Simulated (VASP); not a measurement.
# GaC2 (Pn-3m) in VASP: further runs

GaC2 is run at these levels: PBE; tasks: single point.

Program: VASP 6.6.1. These are calculated values, not measurements. Logs are shortened: lines on timing, memory, paths and dates and some standing lists are left out, and cuts for length are marked.

### Step 1. The cell of the first run

The structure is cubic, space group Pn-3m (No. 224). Conventional cell: a = 4.197 Å, b = 4.197 Å, c = 4.197 Å, α = 90.00°, β = 90.00°, γ = 90.00°. Ga (site symmetry -43m) has 4 C at 1.82 Å within 2.4 Å. C (site symmetry -3m) has 2 Ga at 1.82 Å within 2.4 Å.

### Step 2. Single point, PBE, collinear spin

Input file INCAR:

```
PREC = Accurate
ENCUT = 600
EDIFF = 1E-6
ISMEAR = 0
SIGMA = 0.1
LREAL = F
LASPH = T
NELM = 200
ALGO = Normal
ISIF = 2
LWAVE = F
LCHARG = T
ISPIN = 2
MAGMOM = 0 0 1 1 1 1
LORBIT = 11
GGA = PE
LELF = T
LVHAR = T
NBANDS = 34
GGA_COMPAT = F
```

Input file KPOINTS:

```
Automatic mesh
0
Gamma
  4 4 4
```

Input file POSCAR:

```
GaC2
1.0
    4.1966150868      0.0000000000      0.0000000000
    0.0000000000      4.1966150868      0.0000000000
    0.0000000000      0.0000000000      4.1966150868
Ga C
2 4
Direct
    0.0000000000      0.0000000000      0.0000000000
    0.5000000000      0.5000000000      0.5000000000
    0.2500000000      0.2500000000      0.2500000000
    0.2500000000      0.7500000000      0.7500000000
    0.7500000000      0.7500000000      0.2500000000
    0.7500000000      0.2500000000      0.7500000000
```

Potentials or basis: VASP PAW PBE potentials, release 64 (Ga_d, C).

Command:

```console
$ cat potpaw_PBE.64/Ga_d/POTCAR potpaw_PBE.64/C/POTCAR > POTCAR
$ mpirun -np 1 vasp_std > vasp.out
```

OUTCAR:

```text
PREC = Accurate
   ENCUT = 600
   EDIFF = 1E-6
   ISMEAR = 0
   LREAL = F
   LASPH = T
   NELM = 200
   ISIF = 2
   ISPIN = 2
   LORBIT = 11
   GGA = PE

 ion  position               nearest neighbor table
   1  0.000  0.000  0.000-   3 1.82   4 1.82   5 1.82   6 1.82
   2  0.500  0.500  0.500-   3 1.82   4 1.82   5 1.82   6 1.82
   3  0.250  0.250  0.250-   1 1.82   2 1.82
   4  0.250  0.750  0.750-   1 1.82   2 1.82
   5  0.750  0.750  0.250-   1 1.82   2 1.82
   6  0.750  0.250  0.750-   1 1.82   2 1.82

  LATTYP: Found a simple cubic cell.
 ALAT       =     4.1966150868

  Lattice vectors:

 A1 = (   4.1966150868,   0.0000000000,   0.0000000000)
 A2 = (   0.0000000000,   4.1966150868,   0.0000000000)
 A3 = (   0.0000000000,   0.0000000000,   4.1966150868)

Analysis of symmetry for initial positions (statically):
=====================================================================
 Subroutine PRICEL returns:
 Original cell was already a primitive cell.

 Routine SETGRP: Setting up the symmetry group for a
 simple cubic supercell.

 Subroutine GETGRP returns: Found 48 space group operations
 (whereof 24 operations were pure point group operations)
 out of a pool of 48 trial point group operations.

The static configuration has the point symmetry T_d .
 The point group associated with its full space group is O_h .

Analysis of symmetry for dynamics (positions and initial velocities):
=====================================================================
 Subroutine PRICEL returns:
 Original cell was already a primitive cell.

 Routine SETGRP: Setting up the symmetry group for a
 simple cubic supercell.

 Subroutine GETGRP returns: Found 48 space group operations
 (whereof 24 operations were pure point group operations)
 out of a pool of 48 trial point group operations.

The dynamic configuration has the point symmetry T_d .
 The point group associated with its full space group is O_h .

Analysis of structural, dynamic, and magnetic symmetry:
=====================================================================
 Subroutine PRICEL returns:
 Original cell was already a primitive cell.

 Routine SETGRP: Setting up the symmetry group for a
 simple cubic supercell.

 Subroutine GETGRP returns: Found 48 space group operations
 (whereof 24 operations were pure point group operations)
 out of a pool of 48 trial point group operations.

The overall configuration has the point symmetry T_d .
 The point group associated with its full space group is O_h .

 Subroutine INISYM returns: Found 48 space group operations
 (whereof 24 operations are pure point group operations),
 and found     1 'primitive' translations

----------------------------------------------------------------------------------------

                                     Primitive cell

  volume of cell :      73.9090

  direct lattice vectors                    reciprocal lattice vectors
     4.196615087  0.000000000  0.000000000     0.238287281  0.000000000  0.000000000
     0.000000000  4.196615087  0.000000000     0.000000000  0.238287281  0.000000000
     0.000000000  0.000000000  4.196615087     0.000000000  0.000000000  0.238287281

  length of vectors
     4.196615087  4.196615087  4.196615087     0.238287281  0.238287281  0.238287281

  position of ions in fractional coordinates (direct lattice)
     0.000000000  0.000000000  0.000000000
     0.500000000  0.500000000  0.500000000
     0.250000000  0.250000000  0.250000000
     0.250000000  0.750000000  0.750000000
     0.750000000  0.750000000  0.250000000
     0.750000000  0.250000000  0.750000000

  ion indices of the primitive-cell ions
   primitive index   ion index
                 1           1
                 2           2
                 3           3
                 4           4
                 5           5
                 6           6

[... 30 lines left out ...]
  0.500000  0.000000  0.000000      3.000000
  0.250000  0.250000  0.000000     12.000000
  0.500000  0.250000  0.000000     12.000000
  0.500000  0.500000  0.000000      3.000000
  0.250000  0.250000  0.250000      8.000000
  0.500000  0.250000  0.250000     12.000000
  0.500000  0.500000  0.250000      6.000000
  0.500000  0.500000  0.500000      1.000000
   k-points           NKPTS =     10   k-points in BZ     NKDIM =     10   number of bands    NBANDS=     34
   number of dos      NEDOS =    301   number of ions     NIONS =      6
   total plane-waves  NPLWV =  46656
   dimension x,y,z NGX =    36 NGY =   36 NGZ =   36
   dimension x,y,z NGXF=    72 NGYF=   72 NGZF=   72
   ions per type =               2   4
   NGX,Y,Z   is equivalent  to a cutoff of  14.26, 14.26, 14.26 a.u.
   NGXF,Y,Z  is equivalent  to a cutoff of  28.52, 28.52, 28.52 a.u.
 SYSTEM =  unknown system
   PREC   = accura    normal or accurate (medium, high low for compatibility)
   ISTART =      0    job   : 0-new  1-cont  2-samecut
   ICHARG =      2    charge: 1-file 2-atom 10-const
   ISPIN  =      2    spin polarized calculation?
   LNONCOLLINEAR =      F non collinear calculations
   LSORBIT =      F    spin-orbit coupling
   LASPH  =      T    aspherical Exc in radial PAW
   ENCUT  =  600.0 eV  44.10 Ry    6.64 a.u.   8.38  8.38  8.38*2*pi/ulx,y,z
   NELM   =    200;   NELMIN=  2; NELMDL= -5     # of ELM steps
   EDIFF  = 0.1E-05   stopping-criterion for ELM
   LREAL  =      F    real-space projection
   EDIFFG = 0.1E-04   stopping-criterion for IOM
   NSW    =      0    number of steps for IOM
   IBRION =     -1    ionic relax: 0-MD 1-quasi-New 2-CG
   NFREE  =      0    steps in history (QN), initial steepest desc. (CG)
   ISIF   =      2    stress and relaxation
   ISYM   =      2    0-nonsym 1-usesym 2-fastsym
   POTIM  = 0.5000    time-step for ionic-motion
   TEBEG  =    0.0;   TEEND  =   0.0 temperature during run
   PSTRESS=    0.0 pullay stress
   NELECT =      42.0000    total number of electrons
   NUPDOWN=      -1.0000    fix difference up-down
   EMIN   =  10.00;   EMAX   =-10.00  energy-range for DOS
   EFERMI =   0.00;   METHOD = LEGACY
   ISMEAR =     0;   SIGMA  =   0.10  broadening in eV -4-tet -1-fermi 0-gaus
   EFERMI_NEDOS =   21; number of points for ismear=-14 and -15
   IALGO  =     38    algorithm
   IMIX   =      4    mixing-type and parameters
     AMIX     =   0.40;   BMIX     =  1.00
     AMIX_MAG =   1.60;   BMIX_MAG =  1.00
  volume/ion in A,a.u.               =      12.32        83.13
  Fermi-wavevector in a.u.,A,eV,Ry     =   1.355997  2.562463 25.017418  1.838728
  Thomas-Fermi vector in A             =   2.483038
   LORBIT       =     11    0 simple, 1 ext, 2 COOP (PROOUT), +10 PAW based schemes
   GGA     = PE    functional components
   LHFCALC =     F    Hartree Fock is set to
   AEXX    =    0.0000 exact exchange contribution
   IVDW    =     0    specifies the selected vdW correction
   LEPSILON=     F    determine dielectric tensor
   LRPA    =     F    only Hartree local field effects (RPA)
 spin polarized calculation
 Gauss-broadening in eV      SIGMA  =   0.10
  energy-cutoff  :      600.00
  volume of cell :       73.91
 maximum number of plane-waves:      2517
 NGX is ok and might be reduce to    36
   NGX = 17   NGY = 17   NGZ = 17

 number of electron      41.9999979 magnetization       0.0325997

 number of electron      41.9999979 magnetization      -0.0022956

 Free energy of the ion-electron system (eV)
  ---------------------------------------------------
  ext. energy  EPLUGINS =         0.00000000
  ---------------------------------------------------
  free energy    TOTEN  =       -24.52815091 eV

  energy without entropy =      -24.50359643  energy(sigma->0) =      -24.51587367

 E-fermi :   3.8687     XC(G=0): -10.8390

 val. band max:        3.8447345052   @ k =   0.5000   0.5000   0.2500
 cond. band min:       3.9031762972   @ k =   0.5000   0.2500   0.2500
 fundamental gap:      0.0584417919
 Fermi energy:         3.8687189374

 spin component 1

 k-point     1 :       0.0000    0.0000    0.0000
  band No.  band energies     occupation
      1     -10.3942      1.00000
      2     -10.3942      1.00000
      3     -10.3942      1.00000
      4     -10.1729      1.00000
      5     -10.1729      1.00000
      6     -10.1729      1.00000
[... 349 lines left out ...]
     32      16.5426      0.00000
     33      16.5426      0.00000
 Fermi energy:         3.8687189374

 spin component 2

 k-point     1 :       0.0000    0.0000    0.0000
  band No.  band energies     occupation
      1     -10.3944      1.00000
      2     -10.3944      1.00000
      3     -10.3944      1.00000
      4     -10.1731      1.00000
      5     -10.1731      1.00000
      6     -10.1731      1.00000
[... 349 lines left out ...]
     32      16.5421      0.00000
     33      16.5422      0.00000
 [bands above 33 left out]

------------------------ aborting loop because EDIFF is reached ----------------------------------------

  FORCE on cell =-STRESS in cart. coord.  units (eV):
  Direction    XX          YY          ZZ          XY          YZ          ZX
  --------------------------------------------------------------------------------------
  -------------------------------------------------------------------------------------
  Total       12.5304257     12.5304257     12.5304257     -0.0000000     -0.0000000      0.0000000
  in kB      271.6307894    271.6307894    271.6307894     -0.0000000     -0.0000000      0.0000000
  external PRESSURE =     271.6307894 kB  Pullay stress =       0.0000000 kB

 VOLUME and BASIS-vectors are now :
 -----------------------------------------------------------------------------
  energy-cutoff  :      600.00
  volume of cell :       73.91
      direct lattice vectors                 reciprocal lattice vectors
     4.196615087  0.000000000  0.000000000     0.238287281  0.000000000  0.000000000
     0.000000000  4.196615087  0.000000000     0.000000000  0.238287281  0.000000000
     0.000000000  0.000000000  4.196615087     0.000000000  0.000000000  0.238287281

 POSITION                                       TOTAL-FORCE (eV/Angst)
 -----------------------------------------------------------------------------------
      0.00000      0.00000      0.00000         0.000000     -0.000000     -0.000000
      2.09831      2.09831      2.09831        -0.000000      0.000000      0.000000
      1.04915      1.04915      1.04915        -0.000000      0.000000     -0.000000
      1.04915      3.14746      3.14746        -0.000000     -0.000000      0.000000
      3.14746      3.14746      1.04915         0.000000     -0.000000      0.000000
      3.14746      1.04915      3.14746         0.000000      0.000000     -0.000000
 -----------------------------------------------------------------------------------
    total drift:                                0.000000      0.000000      0.000000

  FREE ENERGIE OF THE ION-ELECTRON SYSTEM (eV)
  ---------------------------------------------------
  free  energy   TOTEN  =       -24.5281509051 eV

  energy  without entropy=      -24.5035964279  energy(sigma->0) =      -24.51587367

 total charge

# of ion       s       p       d       tot
------------------------------------------
    1        0.911   1.373  10.246  12.530
    2        0.911   1.373  10.246  12.530
    3        0.980   1.280   0.000   2.260
    4        0.980   1.280   0.000   2.260
    5        0.980   1.280   0.000   2.260
    6        0.980   1.280   0.000   2.260
--------------------------------------------------
tot          5.744   7.866  20.491  34.101

 magnetization (x)

# of ion       s       p       d       tot
------------------------------------------
    1        0.000  -0.000  -0.000  -0.000
    2        0.000  -0.000  -0.000  -0.000
    3       -0.000  -0.000   0.000  -0.000
    4       -0.000  -0.000   0.000  -0.000
    5       -0.000  -0.000   0.000  -0.000
    6       -0.000  -0.000   0.000  -0.000
--------------------------------------------------
tot         -0.000  -0.001  -0.000  -0.001
```

It took 62 s on 1 thread of Intel Xeon Platinum 8375C at 2.90GHz (Ice Lake), shared host; peak memory 0.25 GiB.

Results:

```yaml
Free_energy: -24.5282 eV
Pressure: 27.2 GPa
Band_gap_on_the_k_mesh: zero (filled and empty bands overlap)
Net_moment: 0.00 μB per cell
Valence_electrons_inside_the_program's_atomic_spheres: Ga 12.53; C 2.26
```

Caveat: the k points lie up to 0.37 Å⁻¹ apart, too coarse for converged energies and pressures of a metal.

### Step 3. Single point, PBE

This run uses another cell than the first one, of 14.94 Å³/atom.

Input file INCAR:

```
PREC = Accurate
ENCUT = 600
EDIFF = 1E-6
ISMEAR = 0
SIGMA = 0.1
LREAL = False
LASPH = True
NELM = 120
ALGO = Normal
ISIF = 2
LWAVE = False
LCHARG = False
GGA = PE
NBANDS = 30
GGA_COMPAT = False
```

Input file KPOINTS:

```
Automatic mesh
0
Gamma
  6 6 6
```

Edit POSCAR of step 2 so:

```diff
@@ -2,5 +2,5 @@
 1.0
-    4.1966150868      0.0000000000      0.0000000000
-    0.0000000000      4.1966150868      0.0000000000
-    0.0000000000      0.0000000000      4.1966150868
+    4.4753110929      0.0000000000      0.0000000000
+    0.0000000000      4.4753110929      0.0000000000
+    0.0000000000      0.0000000000      4.4753110929
 Ga C
```

Potentials or basis: VASP PAW PBE potentials, release 64 (Ga_d, C).

Command:

```console
$ cat potpaw_PBE.64/Ga_d/POTCAR potpaw_PBE.64/C/POTCAR > POTCAR
$ mpirun -np 1 vasp_std > vasp.out
```

It took 40 s on 1 thread of Intel Xeon Platinum 8488C (Sapphire Rapids), shared host; peak memory 0.22 GiB.

It converged, with:

| Property | Result |
| --- | --- |
| Free energy | -25.6826 eV |
| Pressure | -0.3 GPa |
| Band gap on the k mesh | zero (bands 21 and 22 overlap by 1.23 eV) |

Levels at points of the mesh, in eV from the Fermi level:
| k point | band 19 | band 20 | band 21 | band 22 | band 23 | band 24 |
| --- | --- | --- | --- | --- | --- | --- |
| (0.00, 0.00, 0.00) | -2.00 | -2.00 | 0.66 | 0.66 | 0.66 | 1.99 |
| (0.50, 0.00, 0.00) | -0.94 | -0.94 | -0.19 | -0.19 | 0.87 | 0.87 |
| (0.50, 0.50, 0.00) | -1.45 | -1.45 | -0.57 | -0.57 | 1.05 | 1.05 |
| (0.50, 0.50, 0.50) | 0.34 | 0.34 | 0.34 | 1.70 | 1.70 | 1.73 |
